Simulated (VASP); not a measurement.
# Ga in VASP: further runs

Ga is run at these levels: PBE, HSE06; tasks: single point.

Everything below comes from runs of VASP 6.6.1. Logs are shortened: lines on timing, memory, paths and dates and some standing lists are left out, and cuts for length are marked.

## Step 1: The cell of the first run

The typed cell holds 2 atoms: a = 4.316 Å, b = 4.316 Å, c = 3.170 Å, α = 90.00°, β = 90.00°, γ = 140.74°.

## Step 2: Single point, PBE (atoms moved at random)

Input file INCAR:

```
SYSTEM = Ga
ALGO = Fast
EDIFF = 1E-6
ENCUT = 520
GGA = PE
ISIF = 2
ISMEAR = -1
LASPH = .True.
LCHARG = .False.
LREAL = .False.
LWAVE = .False.
NBANDS = 20
NELM = 60
PREC = Accurate
SIGMA = 0.05
```

Input file KPOINTS:

```
k-points
0
Gamma
  10 10 8
  0 0 0
```

Input file POSCAR:

```
Ga
1.0
    1.4500000000     -4.0650000000      0.0000000000
    1.4500000000      4.0650000000      0.0000000000
    0.0000000000      0.0000000000      3.1700000000
Ga
2
Direct
    0.1426510000      0.8836200000      0.7521610000
    0.8630400000      0.1461870000      0.2619770000
```

Potentials or basis: VASP PAW PBE potentials, release 64 (Ga_d).

Launch:

```console
> cat potpaw_PBE.64/Ga_d/POTCAR > POTCAR
> mpirun -np 1 vasp_std > vasp.out
```

OUTCAR:

```text
SYSTEM = Ga
   EDIFF = 1E-6
   ENCUT = 520
   GGA = PE
   ISIF = 2
   ISMEAR = -1
   LASPH = .True.
   LREAL = .False.
   NELM = 60
   PREC = Accurate

 ion  position               nearest neighbor table
   1  0.143  0.884  0.752-   2 2.70   2 2.73   2 2.81   2 2.84   2 2.85   2 2.87
   2  0.863  0.146  0.262-   1 2.70   1 2.73   1 2.81   1 2.84   1 2.85   1 2.87

  LATTYP: Found a base centered orthorhombic cell.
 ALAT       =     2.9000000000
 B/A-ratio  =     2.8034482759
 C/A-ratio  =     1.0931034483

  Lattice vectors:

 A1 = (   1.4500000000,  -4.0650000000,   0.0000000000)
 A2 = (   1.4500000000,   4.0650000000,   0.0000000000)
 A3 = (   0.0000000000,   0.0000000000,   3.1700000000)

Analysis of symmetry for initial positions (statically):
=====================================================================
 Subroutine PRICEL returns:
 Original cell was already a primitive cell.

 Routine SETGRP: Setting up the symmetry group for a
 base centered orthorhombic supercell.

 Subroutine GETGRP returns: Found  2 space group operations
 (whereof  1 operations were pure point group operations)
 out of a pool of  8 trial point group operations.

The static configuration has the point symmetry C_1 .
 The point group associated with its full space group is S_2 .

Analysis of symmetry for dynamics (positions and initial velocities):
=====================================================================
 Subroutine PRICEL returns:
 Original cell was already a primitive cell.

 Routine SETGRP: Setting up the symmetry group for a
 base centered orthorhombic supercell.

 Subroutine GETGRP returns: Found  2 space group operations
 (whereof  1 operations were pure point group operations)
 out of a pool of  8 trial point group operations.

The dynamic configuration has the point symmetry C_1 .
 The point group associated with its full space group is S_2 .

 Subroutine INISYM returns: Found  2 space group operations
 (whereof  1 operations are pure point group operations),
 and found     1 'primitive' translations

----------------------------------------------------------------------------------------

                                     Primitive cell

  volume of cell :      37.3695

  direct lattice vectors                    reciprocal lattice vectors
     1.450000000 -4.065000000  0.000000000     0.344827586 -0.123001230  0.000000000
     1.450000000  4.065000000  0.000000000     0.344827586  0.123001230  0.000000000
     0.000000000  0.000000000  3.170000000     0.000000000  0.000000000  0.315457413

  length of vectors
     4.315868974  4.315868974  3.170000000     0.366108409  0.366108409  0.315457413

  position of ions in fractional coordinates (direct lattice)
     0.142651000  0.883620000  0.752161000
     0.863040000  0.146187000  0.261977000

  ion indices of the primitive-cell ions
   primitive index   ion index
                 1           1
                 2           2

----------------------------------------------------------------------------------------

 KPOINTS: k-points

Automatic generation of k-mesh.
 Grid dimensions read from file:
 generate k-points for:   10   10    8

 Generating k-lattice:

  Cartesian coordinates                     Fractional coordinates (reciprocal lattice)
     0.034482759 -0.012300123  0.000000000     0.100000000  0.000000000  0.000000000
     0.034482759  0.012300123  0.000000000     0.000000000  0.100000000  0.000000000
     0.000000000  0.000000000  0.039432177     0.000000000  0.000000000  0.125000000

  Length of vectors
     0.036610841  0.036610841  0.039432177

  Shift w.r.t. Gamma in fractional coordinates (k-lattice)
     0.000000000  0.000000000  0.000000000

 Subroutine IBZKPT returns following result:
 ===========================================

 Found    404 irreducible k-points:

 Following reciprocal coordinates:
            Coordinates               Weight
  0.000000  0.000000  0.000000      1.000000
  0.100000  0.000000  0.000000      2.000000
  0.000000  0.100000  0.000000      2.000000
  0.200000  0.000000  0.000000      2.000000
  0.000000  0.200000  0.000000      2.000000
  0.300000  0.000000  0.000000      2.000000
[... 16 lines left out ...]
 -0.300000  0.100000  0.000000      2.000000
  0.100000 -0.300000  0.000000      2.000000
 [... further k-points ...]
   k-points           NKPTS =    404   k-points in BZ     NKDIM =    404   number of bands    NBANDS=     20
   number of dos      NEDOS =    301   number of ions     NIONS =      2
   total plane-waves  NPLWV =  24576
   dimension x,y,z NGX =    32 NGY =   32 NGZ =   24
   dimension x,y,z NGXF=    64 NGYF=   64 NGZF=   48
   ions per type =               2
   NGX,Y,Z   is equivalent  to a cutoff of  12.33, 12.33, 12.59 a.u.
   NGXF,Y,Z  is equivalent  to a cutoff of  24.65, 24.65, 25.17 a.u.
 SYSTEM =  Ga
   PREC   = accura    normal or accurate (medium, high low for compatibility)
   ISTART =      0    job   : 0-new  1-cont  2-samecut
   ICHARG =      2    charge: 1-file 2-atom 10-const
   ISPIN  =      1    spin polarized calculation?
   LNONCOLLINEAR =      F non collinear calculations
   LSORBIT =      F    spin-orbit coupling
   LASPH  =      T    aspherical Exc in radial PAW
   ENCUT  =  520.0 eV  38.22 Ry    6.18 a.u.   8.02  8.02  5.89*2*pi/ulx,y,z
   NELM   =     60;   NELMIN=  2; NELMDL= -5     # of ELM steps
   EDIFF  = 0.1E-05   stopping-criterion for ELM
   LREAL  =      F    real-space projection
   EDIFFG = 0.1E-04   stopping-criterion for IOM
   NSW    =      0    number of steps for IOM
   IBRION =     -1    ionic relax: 0-MD 1-quasi-New 2-CG
   NFREE  =      0    steps in history (QN), initial steepest desc. (CG)
   ISIF   =      2    stress and relaxation
   ISYM   =      2    0-nonsym 1-usesym 2-fastsym
   POTIM  = 0.5000    time-step for ionic-motion
   TEBEG  =    0.0;   TEEND  =   0.0 temperature during run
   PSTRESS=    0.0 pullay stress
   NELECT =      26.0000    total number of electrons
   NUPDOWN=      -1.0000    fix difference up-down
   EMIN   =  10.00;   EMAX   =-10.00  energy-range for DOS
   EFERMI =   0.00;   METHOD = LEGACY
   ISMEAR =    -1;   SIGMA  =   0.05  broadening in eV -4-tet -1-fermi 0-gaus
   EFERMI_NEDOS =   21; number of points for ismear=-14 and -15
   IALGO  =     68    algorithm
   IMIX   =      4    mixing-type and parameters
     AMIX     =   0.40;   BMIX     =  1.00
     AMIX_MAG =   1.60;   BMIX_MAG =  1.00
  volume/ion in A,a.u.               =      18.68       126.09
  Fermi-wavevector in a.u.,A,eV,Ry     =   1.450641  2.741314 28.631555  2.104360
  Thomas-Fermi vector in A             =   2.568230
   LORBIT       =      0    0 simple, 1 ext, 2 COOP (PROOUT), +10 PAW based schemes
   GGA     = PE    functional components
   LHFCALC =     F    Hartree Fock is set to
   AEXX    =    0.0000 exact exchange contribution
   IVDW    =     0    specifies the selected vdW correction
   LEPSILON=     F    determine dielectric tensor
   LRPA    =     F    only Hartree local field effects (RPA)
 non-spin polarized calculation
 RMM-DIIS sequential band-by-band and
  energy-cutoff  :      520.00
  volume of cell :       37.37
 maximum number of plane-waves:      1024
   NGX = 17   NGY = 17   NGZ = 11

 number of electron      26.0000000 magnetization

 Free energy of the ion-electron system (eV)
  ---------------------------------------------------
  ext. energy  EPLUGINS =         0.00000000
  ---------------------------------------------------
  free energy    TOTEN  =        -5.79009701 eV

  energy without entropy =       -5.78675253  energy(sigma->0) =       -5.78842477

 E-fermi :   5.6032     XC(G=0): -11.0162

 val. band max:        5.5923745190   @ k =  -0.1000  -0.2000  -0.1250
 cond. band min:       5.6490902418   @ k =   0.2000   0.1000   0.1250
 fundamental gap:      0.0567157228
 Fermi energy:         5.6031936547

 k-point     1 :       0.0000    0.0000    0.0000
  band No.  band energies     occupation
      1      -9.5451      2.00000
      2      -9.5115      2.00000
      3      -9.4491      2.00000
      4      -9.4416      2.00000
      5      -9.2621      2.00000
      6      -9.2407      2.00000
[... 12 lines left out ...]
     19      16.9457      0.00000
     20      17.4699      0.00000

 k-point     2 :       0.1000    0.0000    0.0000
  band No.  band energies     occupation
      1      -9.5343      2.00000
      2      -9.5050      2.00000
      3      -9.4430      2.00000
      4      -9.4060      2.00000
      5      -9.2708      2.00000
      6      -9.2529      2.00000
[... 12 lines left out ...]
     19      17.6511      0.00000
     20      19.1228      0.00000

 k-point     3 :       0.0000    0.1000    0.0000
  band No.  band energies     occupation
      1      -9.5347      2.00000
      2      -9.5058      2.00000
      3      -9.4436      2.00000
      4      -9.4055      2.00000
      5      -9.2707      2.00000
      6      -9.2531      2.00000
[... 12 lines left out ...]
     19      17.6344      0.00000
     20      19.1439      0.00000

 k-point     4 :       0.2000    0.0000    0.0000
  band No.  band energies     occupation
      1      -9.5075      2.00000
      2      -9.4882      2.00000
      3      -9.4120      2.00000
      4      -9.3503      2.00000
      5      -9.2879      2.00000
      6      -9.2772      2.00000
[... 12 lines left out ...]
     19      18.0138      0.00000
     20      21.7213      0.00000

 k-point     5 :       0.0000    0.2000    0.0000
  band No.  band energies     occupation
      1      -9.5089      2.00000
      2      -9.4913      2.00000
      3      -9.4143      2.00000
      4      -9.3488      2.00000
      5      -9.2890      2.00000
      6      -9.2778      2.00000
[... 12 lines left out ...]
     19      17.9956      0.00000
     20      21.6983      0.00000
[... 353 lines left out ...]
      6      -9.2616      2.00000
[... 12 lines left out ...]
     19      16.9714      0.00000
     20      18.1429      0.00000

 k-point    22 :       0.1000   -0.4000    0.0000
  band No.  band energies     occupation
      1      -9.4708      2.00000
      2      -9.4529      2.00000
      3      -9.4070      2.00000
      4      -9.3623      2.00000
      5      -9.3441      2.00000
      6      -9.2582      2.00000
[... 12 lines left out ...]
     19      16.9771      0.00000
     20      18.1490      0.00000

 k-point    23 :      -0.3000    0.1000    0.0000
  band No.  band energies     occupation
      1      -9.4913      2.00000
      2      -9.4621      2.00000
      3      -9.4364      2.00000
      4      -9.3461      2.00000
      5      -9.3026      2.00000
      6      -9.2808      2.00000
[... 12 lines left out ...]
     19      17.0633      0.00000
     20      20.7787      0.00000

 k-point    24 :       0.1000   -0.3000    0.0000
  band No.  band energies     occupation
      1      -9.4943      2.00000
      2      -9.4677      2.00000
      3      -9.4393      2.00000
      4      -9.3421      2.00000
      5      -9.3030      2.00000
      6      -9.2840      2.00000
[... 12 lines left out ...]
     19      17.0388      0.00000
     20      20.7718      0.00000

 [... further k-points ...]
[... 5 lines left out ...]
  --------------------------------------------------------------------------------------
  -------------------------------------------------------------------------------------
  Total        0.1129697      0.4594729      0.6441425     -0.0170566      0.0002745     -0.0030406
  in kB        4.8434480     19.6993873     27.6168891     -0.7312838      0.0117698     -0.1303607
  external PRESSURE =      17.3865748 kB  Pullay stress =       0.0000000 kB

 VOLUME and BASIS-vectors are now :
 -----------------------------------------------------------------------------
  energy-cutoff  :      520.00
  volume of cell :       37.37
      direct lattice vectors                 reciprocal lattice vectors
     1.450000000 -4.065000000  0.000000000     0.344827586 -0.123001230  0.000000000
     1.450000000  4.065000000  0.000000000     0.344827586  0.123001230  0.000000000
     0.000000000  0.000000000  3.170000000     0.000000000  0.000000000  0.315457413

 POSITION                                       TOTAL-FORCE (eV/Angst)
 -----------------------------------------------------------------------------------
      1.48809      3.01204      2.38435        -0.009935     -0.015043      0.056821
      1.46338     -2.91401      0.83047         0.009935      0.015043     -0.056821
 -----------------------------------------------------------------------------------
    total drift:                                0.000031      0.000055     -0.000004

  FREE ENERGIE OF THE ION-ELECTRON SYSTEM (eV)
  ---------------------------------------------------
  free  energy   TOTEN  =        -5.7900970068 eV

  energy  without entropy=       -5.7867525310  energy(sigma->0) =       -5.78842477
```

It took 95 s on 1 thread of Intel Xeon 6975P-C (Granite Rapids), shared host; peak memory 0.34 GiB.

What came out:

```yaml
Free_energy: -5.7901 eV
Pressure: 1.7 GPa
Largest_force: 0.060 eV/Å
Band_gap_on_the_k_mesh: zero (bands 13 and 14 overlap by 9.11 eV)
```

Forces in eV/Å, atoms in the order of the input:
```
Ga  -0.010 -0.015  0.057
Ga   0.010  0.015 -0.057
```

Levels at points of the mesh, in eV from the Fermi level:
| k point | band 9 | band 10 | band 11 | band 12 | band 13 | band 14 | band 15 | band 16 | band 17 | band 18 |
| --- | --- | --- | --- | --- | --- | --- | --- | --- | --- | --- |
| (0.00, 0.00, 0.00) | -14.78 | -14.64 | -11.21 | -2.19 | -1.53 | 2.94 | 6.60 | 7.74 | 8.95 | 10.50 |
| (0.50, 0.00, 0.00) | -14.70 | -14.70 | -6.60 | -5.48 | -1.73 | -0.30 | 6.67 | 6.88 | 8.77 | 9.19 |
| (0.00, 0.50, 0.00) | -14.70 | -14.68 | -6.64 | -5.40 | -1.77 | -0.31 | 6.60 | 6.80 | 8.89 | 9.34 |
| (0.50, 0.50, 0.00) | -14.75 | -14.70 | -9.29 | -8.40 | 5.04 | 5.82 | 6.06 | 7.16 | 7.21 | 9.42 |
| (0.00, 0.00, 0.50) | -14.72 | -14.71 | -7.44 | -7.30 | 1.77 | 1.93 | 2.63 | 2.64 | 10.34 | 10.40 |
| (0.50, 0.00, 0.50) | -14.69 | -14.68 | -3.01 | -2.89 | -1.72 | -1.57 | 1.88 | 1.99 | 4.31 | 4.32 |
| (0.00, 0.50, 0.50) | -14.69 | -14.69 | -3.06 | -2.93 | -1.65 | -1.50 | 1.92 | 2.04 | 4.21 | 4.21 |
| (0.50, 0.50, 0.50) | -14.77 | -14.76 | -5.65 | -5.56 | -4.16 | -4.08 | 9.53 | 9.72 | 11.47 | 11.51 |

Caveat: the cell differs from its parent crystal (atoms moved at random).

## Step 3: Single point, HSE06

This run uses another cell than the first one, of the same volume but with other edges.

Input file POSCAR:

```
Ga
1.0
    1.4106312058     -3.9606833794      0.0000000000
    1.4106312058      3.9606833794      0.0000000000
    0.0000000000      0.0000000000      3.3487937724
Ga
2
Direct
    0.1382359323      0.8617640677      0.7500000000
    0.8617640677      0.1382359323      0.2500000000
```

Input file INCAR.step1:

```
SYSTEM = Ga
PREC = Accurate
ENCUT = 520
EDIFF = 1E-5
ISMEAR = -1
SIGMA = 0.05
LREAL = .False.
LASPH = .True.
NELM = 80
ALGO = Normal
ISIF = 2
LWAVE = .True.
LCHARG = .False.
GGA = PE
NBANDS = 20
```

Input file INCAR.step2:

```
SYSTEM = Ga
PREC = Accurate
ENCUT = 520
EDIFF = 1E-6
ISMEAR = -1
SIGMA = 0.05
LREAL = .False.
LASPH = .True.
NELM = 80
ALGO = Normal
ISIF = 2
LWAVE = .False.
LCHARG = .False.
GGA = PE
LHFCALC = .True.
HFSCREEN = 0.2079
PRECFOCK = Normal
ISTART = 1
NBANDS = 20
```

Input file KPOINTS:

```
Automatic mesh
0
Gamma
  5 5 4
  0 0 0
```

Potentials or basis: VASP PAW PBE potentials, release 64 (Ga_d).

Launch:

```console
> cat potpaw_PBE.64/Ga_d/POTCAR > POTCAR
> cp INCAR.step1 INCAR
> mpirun -np 1 vasp_std > vasp.out
> cp INCAR.step2 INCAR
> mpirun -np 1 vasp_std > vasp.out
```

Run time: 1.6 h. Hardware: 1 thread of AMD EPYC 7R43 (Zen 3), shared host; peak memory 0.25 GiB.

It converged, with:

* Free energy: -6.7062 eV
* Pressure: 0.2 GPa
* Band gap on the k mesh: zero (bands 13 and 14 overlap by 7.66 eV)

Levels at points of the mesh, in eV from the Fermi level:
| k point | band 9 | band 10 | band 11 | band 12 | band 13 | band 14 | band 15 | band 16 | band 17 | band 18 |
| --- | --- | --- | --- | --- | --- | --- | --- | --- | --- | --- |
| (0.00, 0.00, 0.00) | -17.69 | -17.57 | -12.68 | -2.08 | -1.19 | 1.73 | 5.59 | 9.57 | 11.04 | 11.51 |
| (0.00, 0.00, 0.50) | -17.63 | -17.63 | -8.84 | -8.84 | 2.01 | 2.01 | 3.36 | 3.36 | 12.07 | 12.07 |

Caveat: the k points lie up to 0.47 Å⁻¹ apart, too coarse for converged energies and pressures of a metal; the PAW data sets were made with another functional, which shifts forces and pressure a little.
